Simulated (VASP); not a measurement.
# Ta2N (P-3m1) in VASP: notebook

Runs on Ta2N. Level: r2SCAN. Tasks: relaxation of cell and atoms.

Everything below comes from runs of VASP 6.6.1. Logs are shortened: lines on timing, memory, paths and dates and some standing lists are left out, and cuts for length are marked.

## (1) The cell of the first run

It takes space group P-3m1 (No. 164, trigonal). Conventional cell: a = 3.113 Å, b = 3.113 Å, c = 4.870 Å, α = 90.00°, β = 90.00°, γ = 120.00°. Within 3.2 Å of Ta (site symmetry 3m) lie 3 N at 2.18 Å and 12 Ta at 2.99 to 3.11 Å. N (site symmetry -3m) has 6 Ta at 2.18 Å within 2.9 Å.

## (2) Relaxation of cell and atoms, r2SCAN, target pressure 20 GPa, at which the enthalpy is minimised

The input, POSCAR:

```
Ta2N
1.0
    3.1128615060      0.0000000000      0.0000000000
   -1.5564307530      2.6958171426      0.0000000000
    0.0000000000      0.0000000000      4.8698410000
Ta N
2 1
Direct
    0.3333333333      0.6666666667      0.2547110000
    0.6666666667      0.3333333333      0.7452890000
    0.0000000000      0.0000000000      0.0000000000
```

The input, INCAR.step1:

```
SYSTEM = Ta2N
PREC = Accurate ; ENCUT = 600
ISMEAR = -1 ; SIGMA = 0.05
LREAL = .False. ; LASPH = .True.
NELM = 100 ; GGA = PE
ALGO = Normal ; EDIFF = 1E-4
LWAVE = .True. ; LCHARG = .False.
```

The input, INCAR.step2:

```
SYSTEM = Ta2N
PREC = Accurate ; ENCUT = 600
EDIFF = 1E-6 ; ISMEAR = -1
SIGMA = 0.05 ; LREAL = .False.
LASPH = .True. ; NELM = 100
ALGO = Normal ; ISIF = 3
LWAVE = .False. ; LCHARG = .False.
METAGGA = R2SCAN ; LMIXTAU = .True.
IBRION = 2 ; NSW = 60
EDIFFG = -0.01 ; PSTRESS = 200.0
ISTART = 1
```

The input, KPOINTS:

```
Automatic mesh
0
Gamma
  10 10 6
  0 0 0
```

Potentials or basis: VASP PAW PBE potentials, release 64 (Ta_pv, N).

On the command line:

```sh
cat potpaw_PBE.64/Ta_pv/POTCAR potpaw_PBE.64/N/POTCAR > POTCAR
cp INCAR.step1 INCAR
mpirun -np 1 vasp_std > vasp.out
cp INCAR.step2 INCAR
mpirun -np 1 vasp_std > vasp.out
```

OUTCAR:

```text
SYSTEM = Ta2N
   PREC = Accurate
   ENCUT = 600
   EDIFF = 1E-6
   ISMEAR = -1
   LREAL = .False.
   LASPH = .True.
   NELM = 100
   ISIF = 3
   METAGGA = R2SCAN
   IBRION = 2
   NSW = 60
   EDIFFG = -0.01
   PSTRESS = 200.0
   ISTART = 1

 ion  position               nearest neighbor table
   1  0.333  0.667  0.255-   3 2.18   3 2.18   3 2.18   2 2.99   2 2.99   2 2.99   2 3.06   2 3.06
                             2 3.06
   2  0.667  0.333  0.745-   3 2.18   3 2.18   3 2.18   1 2.99   1 2.99   1 2.99   1 3.06   1 3.06
                             1 3.06
   3  0.000  0.000  0.000-   1 2.18   2 2.18   1 2.18   2 2.18   2 2.18   1 2.18

  LATTYP: Found a hexagonal cell.
 ALAT       =     3.1128615060
 C/A-ratio  =     1.5644258476

  Lattice vectors:

 A1 = (   3.1128615060,   0.0000000000,   0.0000000000)
 A2 = (  -1.5564307530,   2.6958171426,   0.0000000000)
 A3 = (   0.0000000000,   0.0000000000,   4.8698410000)

Analysis of symmetry for initial positions (statically):
=====================================================================
 Subroutine PRICEL returns:
 Original cell was already a primitive cell.

 Routine SETGRP: Setting up the symmetry group for a
 hexagonal supercell.

 Subroutine GETGRP returns: Found 12 space group operations
 (whereof 12 operations were pure point group operations)
 out of a pool of 24 trial point group operations.

The static configuration has the point symmetry D_3d.

Analysis of symmetry for dynamics (positions and initial velocities):
=====================================================================
 Subroutine PRICEL returns:
 Original cell was already a primitive cell.

 Routine SETGRP: Setting up the symmetry group for a
 hexagonal supercell.

 Subroutine GETGRP returns: Found 12 space group operations
 (whereof 12 operations were pure point group operations)
 out of a pool of 24 trial point group operations.

The dynamic configuration has the point symmetry D_3d.

 Subroutine INISYM returns: Found 12 space group operations
 (whereof 12 operations are pure point group operations),
 and found     1 'primitive' translations

----------------------------------------------------------------------------------------

                                     Primitive cell

  volume of cell :      40.8663

  direct lattice vectors                    reciprocal lattice vectors
     3.112861506  0.000000000  0.000000000     0.321247829  0.185472520  0.000000000
    -1.556430753  2.695817143  0.000000000     0.000000000  0.370945041  0.000000000
     0.000000000  0.000000000  4.869841000     0.000000000  0.000000000  0.205345513

  length of vectors
     3.112861506  3.112861506  4.869841000     0.370945041  0.370945041  0.205345513

  position of ions in fractional coordinates (direct lattice)
     0.333333333  0.666666667  0.254711000
     0.666666667  0.333333333  0.745289000
     0.000000000  0.000000000  0.000000000

  ion indices of the primitive-cell ions
   primitive index   ion index
                 1           1
                 2           2
                 3           3

----------------------------------------------------------------------------------------

 KPOINTS: Automatic mesh

Automatic generation of k-mesh.
 Grid dimensions read from file:
 generate k-points for:   10   10    6

 Generating k-lattice:

  Cartesian coordinates                     Fractional coordinates (reciprocal lattice)
     0.032124783  0.018547252  0.000000000     0.100000000  0.000000000  0.000000000
     0.000000000  0.037094504  0.000000000     0.000000000  0.100000000  0.000000000
     0.000000000  0.000000000  0.034224252     0.000000000  0.000000000  0.166666667

  Length of vectors
     0.037094504  0.037094504  0.034224252

  Shift w.r.t. Gamma in fractional coordinates (k-lattice)
     0.000000000  0.000000000  0.000000000

 Subroutine IBZKPT returns following result:
 ===========================================

 Found     72 irreducible k-points:

 Following reciprocal coordinates:
            Coordinates               Weight
  0.000000  0.000000  0.000000      1.000000
  0.100000 -0.000000  0.000000      6.000000
  0.200000 -0.000000  0.000000      6.000000
  0.300000 -0.000000  0.000000      6.000000
  0.400000 -0.000000  0.000000      6.000000
  0.500000  0.000000  0.000000      3.000000
[... 16 lines left out ...]
  0.000000  0.400000  0.166667      6.000000
  0.500000  0.000000  0.166667      6.000000
 [... further k-points ...]
   k-points           NKPTS =     72   k-points in BZ     NKDIM =     72   number of bands    NBANDS=     17
   number of dos      NEDOS =    301   number of ions     NIONS =      3
   total plane-waves  NPLWV =  31360
   dimension x,y,z NGX =    28 NGY =   28 NGZ =   40
   dimension x,y,z NGXF=    56 NGYF=   56 NGZF=   80
   ions per type =               2   1
   NGX,Y,Z   is equivalent  to a cutoff of  14.95, 14.95, 13.66 a.u.
   NGXF,Y,Z  is equivalent  to a cutoff of  29.91, 29.91, 27.31 a.u.
 SYSTEM =  Ta2N
   PREC   = accura    normal or accurate (medium, high low for compatibility)
   ISTART =      1    job   : 0-new  1-cont  2-samecut
   ICHARG =      0    charge: 1-file 2-atom 10-const
   ISPIN  =      1    spin polarized calculation?
   LNONCOLLINEAR =      F non collinear calculations
   LSORBIT =      F    spin-orbit coupling
   LASPH  =      T    aspherical Exc in radial PAW
   ENCUT  =  600.0 eV  44.10 Ry    6.64 a.u.   6.22  6.22  9.73*2*pi/ulx,y,z
   NELM   =    100;   NELMIN=  2; NELMDL=  0     # of ELM steps
   EDIFF  = 0.1E-05   stopping-criterion for ELM
   LREAL  =      F    real-space projection
   EDIFFG = -.1E-01   stopping-criterion for IOM
   NSW    =     60    number of steps for IOM
   IBRION =      2    ionic relax: 0-MD 1-quasi-New 2-CG
   NFREE  =      1    steps in history (QN), initial steepest desc. (CG)
   ISIF   =      3    stress and relaxation
   ISYM   =      2    0-nonsym 1-usesym 2-fastsym
   POTIM  = 0.5000    time-step for ionic-motion
   TEBEG  =    0.0;   TEEND  =   0.0 temperature during run
   PSTRESS=  200.0 pullay stress
   NELECT =      27.0000    total number of electrons
   NUPDOWN=      -1.0000    fix difference up-down
   EMIN   =  10.00;   EMAX   =-10.00  energy-range for DOS
   EFERMI =   0.00;   METHOD = LEGACY
   ISMEAR =    -1;   SIGMA  =   0.05  broadening in eV -4-tet -1-fermi 0-gaus
   EFERMI_NEDOS =   21; number of points for ismear=-14 and -15
   IALGO  =     38    algorithm
   IMIX   =      4    mixing-type and parameters
     AMIX     =   0.40;   BMIX     =  1.00
     AMIX_MAG =   1.60;   BMIX_MAG =  1.00
  volume/ion in A,a.u.               =      13.62        91.93
  Fermi-wavevector in a.u.,A,eV,Ry     =   1.425852  2.694469 27.661374  2.033054
  Thomas-Fermi vector in A             =   2.546192
   LORBIT       =      0    0 simple, 1 ext, 2 COOP (PROOUT), +10 PAW based schemes
   METAGGA = R2SCAN    functional components
   LHFCALC =     F    Hartree Fock is set to
   AEXX    =    0.0000 exact exchange contribution
   IVDW    =     0    specifies the selected vdW correction
   LEPSILON=     F    determine dielectric tensor
   LRPA    =     F    only Hartree local field effects (RPA)
 conjugate gradient relaxation of ions
 non-spin polarized calculation
  energy-cutoff  :      600.00
  volume of cell :       40.87
 maximum number of plane-waves:      1387
 NGX is ok and might be reduce to    28
   NGX = 13   NGY = 13   NGZ = 19

--------------------------------------- Ionic step        1  -------------------------------------------

 number of electron      26.9999997 magnetization

 Free energy of the ion-electron system (eV)
  ---------------------------------------------------
  ext. energy  EPLUGINS =         0.00000000
  ---------------------------------------------------
  free energy    TOTEN  =      -109.02060204 eV

  energy without entropy =     -109.00780664  energy(sigma->0) =     -109.01420434

------------------------ aborting loop because EDIFF is reached ----------------------------------------

  FORCE on cell =-STRESS in cart. coord.  units (eV):
  Direction    XX          YY          ZZ          XY          YZ          ZX
  --------------------------------------------------------------------------------------
  -------------------------------------------------------------------------------------
  Total       -1.3041922     -1.3041922     -0.6420921      0.0000000      0.0000000      0.0000000
  in kB      -51.1313390    -51.1313390    -25.1734601      0.0000000      0.0000000      0.0000000
  external PRESSURE =    -242.4787127 kB  Pullay stress =     200.0000000 kB
[... 26 lines left out ...]
--------------------------------------- Ionic step        2  -------------------------------------------

 number of electron      26.9999998 magnetization

 E-fermi :  10.6439     XC(G=0): -15.9225

 val. band max:       10.6258113005   @ k =   0.2000  -0.0000   0.0000
 cond. band min:      10.6534657458   @ k =   0.1000  -0.0000   0.0000
 fundamental gap:      0.0276544453
 Fermi energy:        10.6438664983

 k-point     1 :       0.0000    0.0000    0.0000
  band No.  band energies     occupation
      1     -27.0025      2.00000
      2     -24.6570      2.00000
      3     -24.6570      2.00000
      4     -24.3578      2.00000
      5     -24.3578      2.00000
      6     -24.2111      2.00000
[... 457 lines left out ...]
      4     -25.2167      2.00000
      5     -24.7833      2.00000
      6     -24.6087      2.00000
[... 9 lines left out ...]
     16      16.2113      0.00000
     17      16.6393      0.00000

 [... further k-points ...]
[... 5 lines left out ...]
  --------------------------------------------------------------------------------------
  -------------------------------------------------------------------------------------
  Total       31.1889898     31.1889898     31.4423691      0.0000000      0.0000000      0.0000000
  in kB     1674.3820910   1674.3820909   1687.9847673      0.0000000      0.0000000      0.0000000
  external PRESSURE =    1478.9163164 kB  Pullay stress =     200.0000000 kB
[... 61 lines left out ...]
  energy  without entropy=     -108.9128347885  energy(sigma->0) =     -108.91881875

  enthalpy is  TOTEN    =      -104.1530309205 eV   P V=        4.7717717838

[... ionic steps 4 to 8 ...]

--------------------------------------- Ionic step        9  -------------------------------------------

 number of electron      27.0000000 magnetization

------------------------ aborting loop because EDIFF is reached ----------------------------------------
[... 73 lines left out ...]
--------------------------------------- Ionic step       11  -------------------------------------------

 number of electron      27.0000000 magnetization

 Free energy of the ion-electron system (eV)
  ---------------------------------------------------
  ext. energy  EPLUGINS =         0.00000000
  ---------------------------------------------------
  free energy    TOTEN  =      -108.89842015 eV

  energy without entropy =     -108.88971858  energy(sigma->0) =     -108.89406937

 E-fermi :   8.2344     XC(G=0): -14.3854

 val. band max:        8.2275650345   @ k =   0.1000  -0.0000   0.0000
 cond. band min:       8.2890813528   @ k =   0.0000   0.2000   0.1667
 fundamental gap:      0.0615163183
 Fermi energy:         8.2343845556

 k-point     1 :       0.0000    0.0000    0.0000
  band No.  band energies     occupation
      1     -28.8630      2.00000
      2     -27.8250      2.00000
      3     -27.8250      2.00000
      4     -27.6767      2.00000
      5     -27.6767      2.00000
      6     -27.6133      2.00000
[... 457 lines left out ...]
      4     -28.0735      2.00000
      5     -27.8703      2.00000
      6     -27.8100      2.00000
[... 9 lines left out ...]
     16      12.3646      0.00000
     17      12.7290      0.00000

 [... further k-points ...]
[... 5 lines left out ...]
  --------------------------------------------------------------------------------------
  -------------------------------------------------------------------------------------
  Total        4.7245150      4.7245150      4.7220785      0.0000000      0.0000000      0.0000000
  in kB      200.0915702    200.0915702    199.9883785      0.0000000      0.0000000      0.0000000
  external PRESSURE =       0.0571730 kB  Pullay stress =     200.0000000 kB
[... 22 lines left out ...]
  energy  without entropy=     -108.8897185838  energy(sigma->0) =     -108.89406937

  enthalpy is  TOTEN    =      -104.1760672555 eV   P V=        4.7223528970

 reached required accuracy - stopping structural energy minimisation
```

Wall time 32 min (1 thread of Oxide Virtual Turin-like, shared host); peak memory 0.2 GiB.

Results:

| Quantity | Value |
| --- | --- |
| Free energy | -108.8984 eV |
| Relaxed volume | 12.61 Å³/atom |
| Relaxed cell | a = 3.010 Å, b = 3.010 Å, c = 4.823 Å, α = 90.00°, β = 90.00°, γ = 120.00° |
| Space group after relaxing (to 0.1 Å) | P-3m1 (No. 164) |
| Energy change on relaxing (the run minimises the enthalpy) | +40.7 meV/atom |
| Ionic steps | 11 |
| Pressure after relaxing | 20.0 GPa |
| Largest force after relaxing | 0.009 eV/Å |
| Band gap on the k mesh | zero (an odd number of electrons rules out a gap without spin polarisation) |

Forces on the atoms (eV/Å):
```
Ta   0.000  0.000 -0.009
Ta   0.000  0.000  0.009
N    0.000  0.000  0.000
```

Step by step:
```
step  energy change (eV)  largest force (eV/Å)  pressure (GPa)  volume (Å³)
   1              0.0000                0.1783           -4.25        40.87
   2              4.1799                2.9768          167.89        29.84
   3              0.0958                0.5931           17.38        38.23
   4              0.1207                0.6307           19.53        38.01
   5              0.1292                0.6430           20.21        37.94
   6              0.1315                0.2149           20.34        37.79
   7              0.1284                0.0848           20.30        37.81
   8              0.1148                0.0433           19.39        37.89
   9              0.1140                0.0410           19.32        37.90
  10              0.1436                0.0708           21.74        37.67
  11              0.1222                0.0087           20.01        37.83
```

Final structure:
```xyz
3
Lattice="3.0096 0.0000 0.0000 -1.5048 2.6064 0.0000 0.0000 0.0000 4.8226" Properties=species:S:1:pos:R:3 pbc="T T T"
Ta    0.0000    1.7376    1.2531
Ta    1.5048    0.8688    3.5695
N     0.0000    0.0000    0.0000
```

Levels at points of the mesh, in eV from the Fermi level:
```
           k point  band 11  band 12  band 13  band 14  band 15  band 16  band 17
(0.00, 0.00, 0.00)    -5.47    -0.93    -0.27    -0.27    -0.01     0.62     0.62
(0.50, 0.00, 0.00)    -5.22    -3.02    -1.47     1.56     2.35     4.58     4.59
(0.00, 0.00, 0.50)    -3.64    -2.97    -1.12    -1.12     1.85     2.74     2.83
(0.50, 0.00, 0.50)    -3.69    -2.50    -2.30    -0.79     0.71     4.15     4.41
```

Caveat: the cell is relaxed towards a set pressure, so the run minimises the enthalpy, not the energy; the PAW data sets were made with another functional, which shifts forces and pressure a little; spin-orbit coupling is left out, which moves the levels of the heavy elements.

## (3) Relaxation of cell and atoms, r2SCAN, target pressure 30 GPa, at which the enthalpy is minimised

POSCAR is that of step 2.

The input, INCAR.step1:

```
PREC = Accurate
ENCUT = 600
ISMEAR = -1
SIGMA = 0.05
LREAL = F
LASPH = T
NELM = 100
GGA = PE
ALGO = Normal
EDIFF = 1E-4
LWAVE = T
LCHARG = F
```

The input, INCAR.step2:

```
PREC = Accurate
ENCUT = 600
EDIFF = 1E-6
ISMEAR = -1
SIGMA = 0.05
LREAL = F
LASPH = T
NELM = 100
ALGO = Normal
ISIF = 3
LWAVE = F
LCHARG = F
METAGGA = R2SCAN
LMIXTAU = T
IBRION = 2
NSW = 60
EDIFFG = -0.01
PSTRESS = 300.0
ISTART = 1
```

The input, KPOINTS:

```
Automatic mesh
0
Gamma
  10 10 6
```

Potentials or basis: VASP PAW PBE potentials, release 64 (Ta_pv, N).

On the command line:

```sh
cat potpaw_PBE.64/Ta_pv/POTCAR potpaw_PBE.64/N/POTCAR > POTCAR
cp INCAR.step1 INCAR
mpirun -np 1 vasp_std > vasp.out
cp INCAR.step2 INCAR
mpirun -np 1 vasp_std > vasp.out
```

It took 37 min on 1 thread of Oxide Virtual Turin-like, shared host; peak memory 0.2 GiB.

Results (log left out):

- Free energy: -108.7516 eV
- Relaxed volume: 12.30 Å³/atom
- Relaxed cell: a = 2.983 Å, b = 2.983 Å, c = 4.787 Å, α = 90.00°, β = 90.00°, γ = 120.00°
- Space group after relaxing (to 0.1 Å): P-3m1 (No. 164)
- Energy change on relaxing (the run minimises the enthalpy): +89.7 meV/atom
- Ionic steps: 11
- Pressure after relaxing: 30.0 GPa
- Largest force after relaxing: 0.008 eV/Å
- Band gap on the k mesh: zero (an odd number of electrons rules out a gap without spin polarisation)

Forces on the atoms (eV/Å):
```
Ta   0.000  0.000 -0.008
Ta   0.000  0.000  0.008
N    0.000  0.000  0.000
```

The path:
| step | energy change (eV) | largest force (eV/Å) | pressure (GPa) | volume (Å³) |
| --- | --- | --- | --- | --- |
| 1 | 0.0000 | 0.1783 | -4.25 | 40.87 |
| 2 | 10.0178 | 5.5593 | 327.49 | 25.95 |
| 3 | 0.1776 | 0.7341 | 23.82 | 37.60 |
| 4 | 0.2409 | 0.8113 | 28.09 | 37.20 |
| 5 | 0.2751 | 0.8496 | 30.21 | 37.01 |
| 6 | 0.2908 | 0.4441 | 30.57 | 36.81 |
| 7 | 0.2782 | 0.0787 | 30.38 | 36.86 |
| 8 | 0.2549 | 0.0520 | 29.13 | 36.96 |
| 9 | 0.2532 | 0.0489 | 29.02 | 36.97 |
| 10 | 0.3123 | 0.1010 | 32.63 | 36.67 |
| 11 | 0.2690 | 0.0079 | 30.00 | 36.89 |

Final structure:
```xyz
3
Lattice="2.9829 0.0000 0.0000 -1.4914 2.5833 0.0000 0.0000 0.0000 4.7870" Properties=species:S:1:pos:R:3 pbc="T T T"
Ta    0.0000    1.7222    1.2475
Ta    1.4914    0.8611    3.5394
N     0.0000    0.0000    0.0000
```

Levels at points of the mesh, in eV from the Fermi level:
| k point | band 10 | band 11 | band 12 | band 13 | band 14 | band 15 | band 16 | band 17 |
| --- | --- | --- | --- | --- | --- | --- | --- | --- |
| (0.00, 0.00, 0.00) | -6.58 | -5.45 | -0.97 | -0.28 | -0.28 | -0.04 | 0.67 | 0.67 |
| (0.50, 0.00, 0.00) | -7.03 | -5.38 | -3.04 | -1.41 | 1.58 | 2.45 | 4.75 | 4.80 |
| (0.00, 0.00, 0.50) | -6.80 | -3.76 | -2.94 | -1.15 | -1.15 | 1.90 | 2.86 | 3.03 |
| (0.50, 0.00, 0.50) | -6.68 | -3.77 | -2.49 | -2.29 | -0.84 | 0.71 | 4.33 | 4.60 |

Caveat: the cell is relaxed towards a set pressure, so the run minimises the enthalpy, not the energy; the PAW data sets were made with another functional, which shifts forces and pressure a little; spin-orbit coupling is left out, which moves the levels of the heavy elements.

The gap in the log of VASP goes by the Fermi energy; the results here count the filled bands.